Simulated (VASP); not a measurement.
# Al2V3N5 (I4/mmm) in VASP: single point with PBE

Aim: the single point of Al2V3N5 with PBE.

All numbers are computed with VASP 6.6.1; they aren't measurements. Logs are shortened: lines on timing, memory, paths and dates and some standing lists are left out, and cuts for length are marked.

### 1 The cell of the first run

The structure is tetragonal, space group I4/mmm (No. 139). Conventional cell: a = 2.888 Å, b = 2.888 Å, c = 20.840 Å, α = 90.00°, β = 90.00°, γ = 90.00°. Within 2.7 Å of Al (site symmetry 4mm) lie 6 N at 2.04 Å. Within 2.6 Å of V (site symmetry 4mm) lie 6 N at 1.98 to 2.21 Å. Within 2.7 Å of V (site symmetry 4/mmm) lie 6 N at 2.04 to 2.15 Å. N (site symmetry 4/mmm) has 6 V at 1.98 to 2.04 Å within 2.6 Å. N (site symmetry 4mm) has 1 Al at 2.04 Å and 5 V at 2.05 to 2.15 Å within 2.7 Å. Within 2.7 Å of N (site symmetry 4mm) lie 5 Al at 2.04 Å and 1 V at 2.21 Å.

### 2 Single point, PBE, collinear spin, ferromagnetic start

The input, INCAR:

```
PREC = Accurate
ENCUT = 600
EDIFF = 1E-6
ISMEAR = 0
SIGMA = 0.1
LREAL = False
LASPH = True
NELM = 200
ALGO = Normal
ISIF = 2
LWAVE = False
LCHARG = False
ISPIN = 2
MAGMOM = 0 0 2 2 2 0 0 0 0 0
LORBIT = 11
LMAXMIX = 4
GGA = PE
NBANDS = 50
GGA_COMPAT = False
```

The input, KPOINTS:

```
Automatic mesh
0
Gamma
  8 8 8
```

The input, POSCAR:

```
Al2V3N5
1.0
   -1.4438870500      1.4438870500     10.4201996592
    1.4438870500     -1.4438870500     10.4201996592
    1.4438870500      1.4438870500    -10.4201996592
Al V N
2 3 5
Direct
    0.7010386173      0.7010386173      0.0000000000
    0.2989613827      0.2989613827      0.0000000000
    0.9049076180      0.9049076180      0.0000000000
    0.5000000000      0.5000000000      0.0000000000
    0.0950923820      0.0950923820      0.0000000000
    0.0000000000      0.0000000000      0.0000000000
    0.6033164881      0.6033164881      0.0000000000
    0.2010630838      0.2010630838      0.0000000000
    0.7989369162      0.7989369162      0.0000000000
    0.3966835119      0.3966835119      0.0000000000
```

Potentials or basis: VASP PAW PBE potentials, release 64 (Al, V_sv, N).

Launch:

```
$ cat potpaw_PBE.64/Al/POTCAR potpaw_PBE.64/V_sv/POTCAR potpaw_PBE.64/N/POTCAR > POTCAR
$ mpirun -np 1 vasp_std > vasp.out
```

OUTCAR:

```text
PREC = Accurate
   ENCUT = 600
   EDIFF = 1E-6
   ISMEAR = 0
   LREAL = False
   LASPH = True
   NELM = 200
   ISIF = 2
   ISPIN = 2
   LORBIT = 11
   GGA = PE

 ion  position               nearest neighbor table
   1  0.701  0.701  0.000-   7 2.04   9 2.04   8 2.04   8 2.04   8 2.04   8 2.04   2 2.89   2 2.89
                             2 2.89   2 2.89   5 3.01   5 3.01   5 3.01   5 3.01
   2  0.299  0.299  0.000-  10 2.04   8 2.04   9 2.04   9 2.04   9 2.04   9 2.04   1 2.89   1 2.89
                             1 2.89   1 2.89   3 3.01   3 3.01   3 3.01   3 3.01
   3  0.905  0.905  0.000-   6 1.98  10 2.05  10 2.05  10 2.05  10 2.05   9 2.21   4 2.85   4 2.85
                             4 2.85   4 2.85   2 3.01   2 3.01   2 3.01   2 3.01
   4  0.500  0.500  0.000-   6 2.04   6 2.04   6 2.04   6 2.04  10 2.15   7 2.15   5 2.85   5 2.85
                             3 2.85   3 2.85   3 2.85   5 2.85   3 2.85   5 2.85
   5  0.095  0.095  0.000-   6 1.98   7 2.05   7 2.05   7 2.05   7 2.05   8 2.21   4 2.85   4 2.85
                             4 2.85   4 2.85   1 3.01   1 3.01   1 3.01   1 3.01
   6  0.000  0.000  0.000-   3 1.98   5 1.98   4 2.04   4 2.04   4 2.04   4 2.04
   7  0.603  0.603  0.000-   1 2.04   5 2.05   5 2.05   5 2.05   5 2.05   4 2.15
   8  0.201  0.201  0.000-   2 2.04   1 2.04   1 2.04   1 2.04   1 2.04   5 2.21
   9  0.799  0.799  0.000-   1 2.04   2 2.04   2 2.04   2 2.04   2 2.04   3 2.21
  10  0.397  0.397  0.000-   2 2.04   3 2.05   3 2.05   3 2.05   3 2.05   4 2.15

  LATTYP: Found a body centered tetragonal cell.
 ALAT       =     2.8877741000
 C/A-ratio  =     7.2167692474

  Lattice vectors:

 A1 = (  -1.4438870500,   1.4438870500,  10.4201996592)
 A2 = (   1.4438870500,  -1.4438870500,  10.4201996592)
 A3 = (   1.4438870500,   1.4438870500, -10.4201996592)

Analysis of symmetry for initial positions (statically):
=====================================================================
 Subroutine PRICEL returns:
 Original cell was already a primitive cell.

 Routine SETGRP: Setting up the symmetry group for a
 body centered tetragonal supercell.

 Subroutine GETGRP returns: Found 16 space group operations
 (whereof 16 operations were pure point group operations)
 out of a pool of 16 trial point group operations.

The static configuration has the point symmetry D_4h.

Analysis of symmetry for dynamics (positions and initial velocities):
=====================================================================
 Subroutine PRICEL returns:
 Original cell was already a primitive cell.

 Routine SETGRP: Setting up the symmetry group for a
 body centered tetragonal supercell.

 Subroutine GETGRP returns: Found 16 space group operations
 (whereof 16 operations were pure point group operations)
 out of a pool of 16 trial point group operations.

The dynamic configuration has the point symmetry D_4h.

Analysis of structural, dynamic, and magnetic symmetry:
=====================================================================
 Subroutine PRICEL returns:
 Original cell was already a primitive cell.

 Routine SETGRP: Setting up the symmetry group for a
 body centered tetragonal supercell.

 Subroutine GETGRP returns: Found 16 space group operations
 (whereof 16 operations were pure point group operations)
 out of a pool of 16 trial point group operations.

The overall configuration has the point symmetry D_4h.

 Subroutine INISYM returns: Found 16 space group operations
 (whereof 16 operations are pure point group operations),
 and found     1 'primitive' translations

----------------------------------------------------------------------------------------

                                     Primitive cell

  volume of cell :      86.8965

  direct lattice vectors                    reciprocal lattice vectors
    -1.443887050  1.443887050 10.420199659     0.000000000  0.346287474  0.047983725
     1.443887050 -1.443887050 10.420199659     0.346287474  0.000000000  0.047983725
     1.443887050  1.443887050-10.420199659     0.346287474  0.346287474  0.000000000

  length of vectors
    10.618388793 10.618388793 10.618388793     0.349596128  0.349596128  0.489724443

  position of ions in fractional coordinates (direct lattice)
     0.701038617  0.701038617  0.000000000
     0.298961383  0.298961383  0.000000000
     0.904907618  0.904907618  0.000000000
     0.500000000  0.500000000  0.000000000
     0.095092382  0.095092382  0.000000000
     0.000000000  0.000000000  0.000000000
     0.603316488  0.603316488  0.000000000
     0.201063084  0.201063084  0.000000000
     0.798936916  0.798936916  0.000000000
     0.396683512  0.396683512  0.000000000

  ion indices of the primitive-cell ions
   primitive index   ion index
                 1           1
                 2           2
                 3           3
                 4           4
                 5           5
                 6           6
                 7           7
                 8           8
                 9           9
                10          10

----------------------------------------------------------------------------------------

[... 24 lines left out ...]
 Following reciprocal coordinates:
            Coordinates               Weight
  0.000000  0.000000  0.000000      1.000000
  0.125000  0.000000 -0.000000      8.000000
  0.250000  0.000000 -0.000000      8.000000
  0.375000  0.000000 -0.000000      8.000000
  0.500000  0.000000 -0.000000      4.000000
  0.125000  0.125000 -0.000000      8.000000
[... 16 lines left out ...]
  0.250000  0.125000  0.125000     16.000000
  0.375000  0.125000  0.125000      8.000000
 [... further k-points ...]
   k-points           NKPTS =     59   k-points in BZ     NKDIM =     59   number of bands    NBANDS=     50
   number of dos      NEDOS =    301   number of ions     NIONS =     10
   total plane-waves  NPLWV = 729000
   dimension x,y,z NGX =    90 NGY =   90 NGZ =   90
   dimension x,y,z NGXF=   180 NGYF=  180 NGZF=  180
   ions per type =               2   3   5
   NGX,Y,Z   is equivalent  to a cutoff of  14.09, 14.09, 14.09 a.u.
   NGXF,Y,Z  is equivalent  to a cutoff of  28.18, 28.18, 28.18 a.u.
 SYSTEM =  unknown system
   PREC   = accura    normal or accurate (medium, high low for compatibility)
   ISTART =      0    job   : 0-new  1-cont  2-samecut
   ICHARG =      2    charge: 1-file 2-atom 10-const
   ISPIN  =      2    spin polarized calculation?
   LNONCOLLINEAR =      F non collinear calculations
   LSORBIT =      F    spin-orbit coupling
   LASPH  =      T    aspherical Exc in radial PAW
   ENCUT  =  600.0 eV  44.10 Ry    6.64 a.u.  21.21 21.21 21.21*2*pi/ulx,y,z
   NELM   =    200;   NELMIN=  2; NELMDL= -5     # of ELM steps
   EDIFF  = 0.1E-05   stopping-criterion for ELM
   LREAL  =      F    real-space projection
   EDIFFG = 0.1E-04   stopping-criterion for IOM
   NSW    =      0    number of steps for IOM
   IBRION =     -1    ionic relax: 0-MD 1-quasi-New 2-CG
   NFREE  =      0    steps in history (QN), initial steepest desc. (CG)
   ISIF   =      2    stress and relaxation
   ISYM   =      2    0-nonsym 1-usesym 2-fastsym
   POTIM  = 0.5000    time-step for ionic-motion
   TEBEG  =    0.0;   TEEND  =   0.0 temperature during run
   PSTRESS=    0.0 pullay stress
   NELECT =      70.0000    total number of electrons
   NUPDOWN=      -1.0000    fix difference up-down
   EMIN   =  10.00;   EMAX   =-10.00  energy-range for DOS
   EFERMI =   0.00;   METHOD = LEGACY
   ISMEAR =     0;   SIGMA  =   0.10  broadening in eV -4-tet -1-fermi 0-gaus
   EFERMI_NEDOS =   21; number of points for ismear=-14 and -15
   IALGO  =     38    algorithm
   IMIX   =      4    mixing-type and parameters
     AMIX     =   0.40;   BMIX     =  1.00
     AMIX_MAG =   1.60;   BMIX_MAG =  1.00
  volume/ion in A,a.u.               =       8.69        58.64
  Fermi-wavevector in a.u.,A,eV,Ry     =   1.523258  2.878539 31.569785  2.320314
  Thomas-Fermi vector in A             =   2.631725
   LORBIT       =     11    0 simple, 1 ext, 2 COOP (PROOUT), +10 PAW based schemes
   GGA     = PE    functional components
   LHFCALC =     F    Hartree Fock is set to
   AEXX    =    0.0000 exact exchange contribution
   IVDW    =     0    specifies the selected vdW correction
   LEPSILON=     F    determine dielectric tensor
   LRPA    =     F    only Hartree local field effects (RPA)
 spin polarized calculation
 Gauss-broadening in eV      SIGMA  =   0.10
  energy-cutoff  :      600.00
  volume of cell :       86.90
 maximum number of plane-waves:      2930
 NGX is ok and might be reduce to    90
   NGX = 43   NGY = 43   NGZ = 43

 number of electron      70.0000003 magnetization       1.2056429

 Free energy of the ion-electron system (eV)
  ---------------------------------------------------
  ext. energy  EPLUGINS =         0.00000000
  ---------------------------------------------------
  free energy    TOTEN  =       -86.78779047 eV

  energy without entropy =      -86.76248945  energy(sigma->0) =      -86.77513996

 E-fermi :  11.5242     XC(G=0): -13.0017

 val. band max:       11.5239303631   @ k =  -0.2500   0.5000   0.1250
 cond. band min:      11.5284535196   @ k =  -0.2500   0.3750   0.1250
 fundamental gap:      0.0045231564
 Fermi energy:        11.5241739117

 spin component 1

 k-point     1 :       0.0000    0.0000    0.0000
  band No.  band energies     occupation
      1     -54.1343      1.00000
      2     -54.1301      1.00000
      3     -53.6243      1.00000
      4     -28.0851      1.00000
      5     -28.0535      1.00000
      6     -27.8798      1.00000
[... 1189 lines left out ...]
     46      15.0048      0.00000
     47      15.1438      0.00000

 [... further k-points ...]

 spin component 2

 k-point     1 :       0.0000    0.0000    0.0000
  band No.  band energies     occupation
      1     -53.9847      1.00000
      2     -53.3843      1.00000
      3     -53.3808      1.00000
      4     -27.9276      1.00000
      5     -27.7497      1.00000
      6     -27.7497      1.00000
[... 1189 lines left out ...]
     46      15.2314      0.00000
     47      15.3583      0.00000

 [... further k-points ...]

 [bands above 47 left out]

------------------------ aborting loop because EDIFF is reached ----------------------------------------

  FORCE on cell =-STRESS in cart. coord.  units (eV):
  Direction    XX          YY          ZZ          XY          YZ          ZX
  --------------------------------------------------------------------------------------
  -------------------------------------------------------------------------------------
  Total        0.1464333      0.1464333      0.1272963      0.0000000      0.0000000     -0.0000000
  in kB        2.6999024      2.6999024      2.3470575      0.0000000      0.0000000     -0.0000000
  external PRESSURE =       2.5822874 kB  Pullay stress =       0.0000000 kB

 VOLUME and BASIS-vectors are now :
 -----------------------------------------------------------------------------
  energy-cutoff  :      600.00
  volume of cell :       86.90
      direct lattice vectors                 reciprocal lattice vectors
    -1.443887050  1.443887050 10.420199659     0.000000000  0.346287474  0.047983725
     1.443887050 -1.443887050 10.420199659     0.346287474  0.000000000  0.047983725
     1.443887050  1.443887050-10.420199659     0.346287474  0.346287474  0.000000000

 POSITION                                       TOTAL-FORCE (eV/Angst)
 -----------------------------------------------------------------------------------
      0.00000      0.00000     14.60992        -0.000000     -0.000000     -0.011462
      0.00000      0.00000      6.23047        -0.000000     -0.000000      0.011462
      0.00000      0.00000     18.85864        -0.000000     -0.000000     -0.021994
      0.00000      0.00000     10.42020        -0.000000     -0.000000     -0.000000
      0.00000      0.00000      1.98176         0.000000      0.000000      0.021994
      0.00000      0.00000      0.00000        -0.000000     -0.000000     -0.000000
      0.00000      0.00000     12.57336        -0.000000     -0.000000      0.025855
      0.00000      0.00000      4.19023         0.000000      0.000000      0.024061
      0.00000      0.00000     16.65016        -0.000000     -0.000000     -0.024061
      0.00000      0.00000      8.26704         0.000000      0.000000     -0.025855
 -----------------------------------------------------------------------------------
    total drift:                               -0.000000      0.000000      0.000000

  FREE ENERGIE OF THE ION-ELECTRON SYSTEM (eV)
  ---------------------------------------------------
  free  energy   TOTEN  =       -86.7877904717 eV

  energy  without entropy=      -86.7624894513  energy(sigma->0) =      -86.77513996

 total charge

# of ion       s       p       d       tot
------------------------------------------
    1        0.316   0.382   0.000   0.698
    2        0.316   0.382   0.000   0.698
    3        2.249   6.288   3.135  11.672
    4        2.234   6.274   3.190  11.698
    5        2.249   6.288   3.135  11.672
    6        1.247   2.536   0.000   3.783
    7        1.240   2.523   0.000   3.763
    8        1.220   2.584   0.000   3.804
    9        1.220   2.584   0.000   3.804
   10        1.240   2.523   0.000   3.763
--------------------------------------------------
tot         13.529  32.365   9.460  55.354

 magnetization (x)

# of ion       s       p       d       tot
------------------------------------------
    1        0.003   0.001   0.000   0.004
    2        0.003   0.001   0.000   0.004
    3        0.005   0.006   0.717   0.728
    4       -0.004  -0.003  -0.345  -0.352
    5        0.005   0.006   0.717   0.728
    6        0.001   0.013   0.000   0.014
    7       -0.002  -0.012   0.000  -0.014
    8       -0.000   0.002   0.000   0.002
    9       -0.000   0.002   0.000   0.002
   10       -0.002  -0.012   0.000  -0.014
--------------------------------------------------
tot          0.009   0.003   1.089   1.101
```

Run time: 1.6 h. Hardware: 1 thread of Intel Xeon 6975P-C (Granite Rapids), shared host; peak memory 2.1 GiB.

Results:

```yaml
Free_energy: -86.7878 eV
Pressure: 0.3 GPa
Largest_force: 0.026 eV/Å
Net_moment: 1.21 μB per cell
Site_moments: Al +0.00; V +0.73, -0.35 (each value once); N +0.01, -0.01, +0.00 (each value once) μB
Valence_electrons_inside_the_program's_atomic_spheres: Al 0.70; V 11.67, 11.70 (each value once); N 3.78, 3.76, 3.80 (each value once)
```

Forces in eV/Å, atoms in the order of the input:
```
Al   0.000  0.000 -0.011
Al   0.000  0.000  0.011
V    0.000  0.000 -0.022
V    0.000  0.000  0.000
V    0.000  0.000  0.022
N    0.000  0.000  0.000
N    0.000  0.000  0.026
N    0.000  0.000  0.024
N    0.000  0.000 -0.024
N    0.000  0.000 -0.026
```

With open d or f shells a metallic result of PBE can be an artefact of self-interaction; +U or a hybrid may open a gap.
